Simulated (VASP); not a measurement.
# Se (R-3m) in VASP: a series of runs, part 2 of 2

VASP 6.6.1. Earlier steps stand in the parts before.

**4. Single point, PBE**

This run uses another cell than the first one, of 10.75 Å³/atom.

INCAR

```
SYSTEM = Se
ALGO = Normal ; EDIFF = 1E-6
ENCUT = 500 ; GGA = PE
GGA_COMPAT = .False. ; ISIF = 2
ISMEAR = 1 ; LASPH = .True.
LCHARG = .False. ; LREAL = .False.
LWAVE = .False. ; NBANDS = 9
NELM = 120 ; PREC = Accurate
SIGMA = 0.1
```

KPOINTS

```
k-points
0
Gamma
  11 11 11
  0 0 0
```

POSCAR

```
Se
1.0
    1.8923665770      1.0925580890      0.8667206041
   -1.8923665770      1.0925580890      0.8667206041
    0.0000000000     -2.1851171611      0.8667206041
Se
1
Direct
    0.0000000000      0.0000000000      0.0000000000
```

Potentials or basis: VASP PAW PBE potentials, release 64 (Se).

The run is started by

```
> cat potpaw_PBE.64/Se/POTCAR > POTCAR
> mpirun -np 1 vasp_std > vasp.out
```

OUTCAR:

```text
SYSTEM = Se
   EDIFF = 1E-6
   ENCUT = 500
   GGA = PE
   ISIF = 2
   ISMEAR = 1
   LASPH = .True.
   LREAL = .False.
   NELM = 120
   PREC = Accurate

 ion  position               nearest neighbor table
   1  0.000  0.000  0.000-

  LATTYP: Found a trigonal (rhomboedric) cell.
 ALAT       =     2.3507321441
 COS(alpha) =    -0.2960876750

  Lattice vectors:

 A1 = (   1.8923665770,   1.0925580890,   0.8667206041)
 A2 = (  -1.8923665770,   1.0925580890,   0.8667206041)
 A3 = (   0.0000000000,  -2.1851171611,   0.8667206041)

Analysis of symmetry for initial positions (statically):
=====================================================================
 Subroutine PRICEL returns:
 Original cell was already a primitive cell.

 Routine SETGRP: Setting up the symmetry group for a
 trigonal (rhombohedral) supercell.

 Subroutine GETGRP returns: Found 12 space group operations
 (whereof 12 operations were pure point group operations)
 out of a pool of 12 trial point group operations.
[... 156 lines left out ...]
  ext. energy  EPLUGINS =         0.00000000
  ---------------------------------------------------
  free energy    TOTEN  =         0.35534395 eV

  energy without entropy =        0.35480339  energy(sigma->0) =        0.35516376

 E-fermi :  15.8380     XC(G=0): -13.7070

 val. band max:       15.8284898713   @ k =  -0.2727   0.1818   0.1818
 cond. band min:      15.9314258240   @ k =  -0.3636   0.2727   0.2727
 fundamental gap:      0.1029359527
 Fermi energy:        15.8379712147

 k-point     1 :       0.0000    0.0000    0.0000
  band No.  band energies     occupation
      1      -8.6173      2.00000
      2      21.8958      0.00000
      3      24.2617      0.00000
      4      24.2617      0.00000
      5      28.4419      0.00000
      6      28.4419      0.00000
      7      31.0338      0.00000
      8      34.5841      0.00000
      9      34.5842      0.00000
[... 265 lines left out ...]
 k-point    24 :      -0.1818    0.1818    0.0000
  band No.  band energies     occupation
      1      -7.2295      2.00000
      2      18.0722      0.00000
      3      18.6214      0.00000
      4      23.0395      0.00000
      5      24.9688      0.00000
      6      28.8546      0.00000
      7      31.1607      0.00000
      8      31.5250      0.00000
      9      34.9404      0.00000

 [... further k-points ...]
[... 5 lines left out ...]
  --------------------------------------------------------------------------------------
  -------------------------------------------------------------------------------------
  Total       13.5472411     13.5472426     12.4815221      0.0000000     -0.0000047      0.0000000
  in kB     2018.7434646   2018.7437013   1859.9352489      0.0000000     -0.0007032      0.0000000
  external PRESSURE =    1965.8074716 kB  Pullay stress =       0.0000000 kB

 VOLUME and BASIS-vectors are now :
 -----------------------------------------------------------------------------
  energy-cutoff  :      500.00
  volume of cell :       10.75
      direct lattice vectors                 reciprocal lattice vectors
     1.892366577  1.092558089  0.866720604     0.264219420  0.152547144  0.384591507
    -1.892366577  1.092558089  0.866720604    -0.264219420  0.152547144  0.384591507
     0.000000000 -2.185117161  0.866720604     0.000000000 -0.305094289  0.384591334

 POSITION                                       TOTAL-FORCE (eV/Angst)
 -----------------------------------------------------------------------------------
      0.00000      0.00000      0.00000         0.000000     -0.000000      0.000000
 -----------------------------------------------------------------------------------
    total drift:                                0.000000     -0.000000     -0.000000

  FREE ENERGIE OF THE ION-ELECTRON SYSTEM (eV)
  ---------------------------------------------------
  free  energy   TOTEN  =         0.3553439504 eV

  energy  without entropy=        0.3548033906  energy(sigma->0) =        0.35516376
```

OSZICAR:

```text
N       E                     dE             d eps       ncg     rms          rms(c)
DAV:   1     0.111076972866E+02    0.11108E+02   -0.33314E+03  2694   0.594E+02
DAV:   2     0.458670643975E+00   -0.10649E+02   -0.10284E+02  3636   0.826E+01
DAV:   3     0.322093068381E+00   -0.13658E+00   -0.13412E+00  3084   0.782E+00
DAV:   4     0.322001039365E+00   -0.92029E-04   -0.92026E-04  3689   0.214E-01
DAV:   5     0.322001026381E+00   -0.12983E-07   -0.14769E-07  3028   0.233E-03    0.119E+01
DAV:   6     0.344031362781E+00    0.22030E-01   -0.30990E-03  3286   0.385E-01    0.720E+00
DAV:   7     0.355277030346E+00    0.11246E-01   -0.54591E-03  3369   0.550E-01    0.912E-02
DAV:   8     0.355341628745E+00    0.64598E-04   -0.97233E-05  2965   0.630E-02    0.198E-02
DAV:   9     0.355343702966E+00    0.20742E-05   -0.64507E-06  3598   0.160E-02    0.424E-03
DAV:  10     0.355343950400E+00    0.24743E-06   -0.99862E-08  1617   0.286E-03
   1 F= 0.35534395E+00 E0= 0.35516376E+00  d E =0.540560E-03
```

stdout:

```text
POSCAR found type information on POSCAR Se
 POSCAR found :  1 types and       1 ions
 scaLAPACK will be used
 LDA part: xc-table for (Slater+PW92), standard interpolation
 POSCAR, INCAR and KPOINTS ok, starting setup
 FFT: planning ... GRIDC
 FFT: planning ... GRID_SOFT
 FFT: planning ... GRID
 WAVECAR not read
 entering main loop
```

Run time: 13 s. Hardware: 1 thread of Intel Xeon 8259CL, shared host; peak memory 0.1 GiB.

What came out:

| Item | Value |
| --- | --- |
| Free energy | 0.3553 eV |
| Pressure | 196.6 GPa |
| Band gap on the k mesh | zero (bands 3 and 4 overlap by 15.85 eV) |

Stress tensor (GPa, compression positive):
```
201.87   0.00   0.00
  0.00 201.87   0.00
  0.00   0.00 185.99
```

Caveat: the stress differs along the axes, from 186 to 202 GPa.

**5. Summary**

| cell | gap on the mesh (eV) | pressure (GPa) |
| --- | --- | --- |
| a = 2.309 Å, angles 107.2°, 1 atom | none | 238.0 |
| a = 2.330 Å, angles 107.2°, 1 atom | none | 217.2 |
| a = 2.351 Å, angles 107.2°, 1 atom | none | 196.6 |

Alike in all rows: task single point; level PBE; potentials or basis VASP PAW PBE potentials, release 64 (Se); no spin polarisation; k mesh 11 × 11 × 11; cutoff (eV) 500; smearing methfessel-paxton 0.1 eV.

Caveats: the stress differs along the axes, from 226 to 244 GPa (at least some runs); the stress differs along the axes, from 206 to 223 GPa (at least some runs); the stress differs along the axes, from 186 to 202 GPa (at least some runs).

Total energies depend on the potentials used, so only differences within one code and one set of settings carry meaning.

The gap in the log of VASP goes by the Fermi energy; the results here count the filled bands.